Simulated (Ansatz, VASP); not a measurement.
One calculation of Co, two programs

INCAR

```
SYSTEM = Co
ALGO = Normal
EDIFF = 1E-7
ENCUT = 520
GGA = PE
ISIF = 2
ISMEAR = 0
ISPIN = 2
LASPH = .TRUE.
LCHARG = .FALSE.
LMAXMIX = 4
LORBIT = 11
LREAL = .FALSE.
LWAVE = .FALSE.
MAGMOM = 1.5 1.5 -1.5 -1.5
NBANDS = 30
NELM = 150
PREC = Accurate
SIGMA = 0.05
```

Contents of KPOINTS:

```
k-points
0
G
  16 16 4
  0 0 0
```

POSCAR

```
Co
1.0
    2.4937131675      0.0000000000      0.0000000000
   -1.2468565838      2.1596189528      0.0000000000
    0.0000000000      0.0000000000      8.0601803757
Co
4
Direct
    0.3333333333      0.6666666667      0.1250000000
    0.6666666667      0.3333333333      0.3750000000
    0.3333333333      0.6666666667      0.6250000000
    0.6666666667      0.3333333333      0.8750000000
```

Input for Ansatz:

```yaml
crystal:
  lattice:
    - [2.4937131675, 0.0, 0.0]
    - [-1.2468565838, 2.1596189528, 0.0]
    - [0.0, 0.0, 8.0601803757]
  atoms:
    - { symbol: Co, position: [0.3333333333, 0.6666666667, 0.125], spin: 1.5 }
    - { symbol: Co, position: [0.6666666667, 0.3333333333, 0.375], spin: 1.5 }
    - { symbol: Co, position: [0.3333333333, 0.6666666667, 0.625], spin: -1.5 }
    - { symbol: Co, position: [0.6666666667, 0.3333333333, 0.875], spin: -1.5 }
basis:
  ecutwfc: 420
  ecutrho_ratio: 4
kpoints:
  mp_grid: { grid: [16, 16, 4] }
hamiltonian:
  xc: pbe
scf:
  occupations: { method: gaussian, width: 0.05 }
  lower_state_search: "off"
output:
  forces: true
  stress: true
  eigenvalues: true
  populations: true
magnetization:
  spin_polarized: true
```

Alike in both runs: task single point; functional PBE; k mesh 16 × 16 × 4; occupations gaussian, width 0.05 eV; collinear spin.

|  | VASP | Ansatz |
| --- | --- | --- |
| version | VASP 6.6.1 | Ansatz 0.2.0 |
| potentials or method | VASP PAW PBE potentials, release 64 (Co), cutoff 520 eV | scalar-relativistic, plane waves, PAW |
| valence electrons in the cell | 36 | 68 |

```tsv
	VASP	Ansatz	Ansatz less VASP
gap on the k mesh at the Fermi level (eV)	none	none	-
pressure (GPa)	-1.8	-1.2	+0.64
traceless stress, the component that is largest in VASP (GPa)	-0.18	-0.22	-0.037
rms of the force components (eV/Å)	0.409	0.409	+0.0001
net moment per atom (μB)	0.00	0.00	0.000
size of the moment on the site where the two differ most (μB)	1.48	1.51	+0.033
```

Site moments also hang on the region over which each program counts them. Atom by atom the forces differ by 0.000 eV/Å (rms over components). A gap of «none» marks a metal or a gap that the smearing closes. VASP's potentials hold 36 valence electrons a cell and Ansatz's 68, so a difference there can come from the potentials and not from the codes.
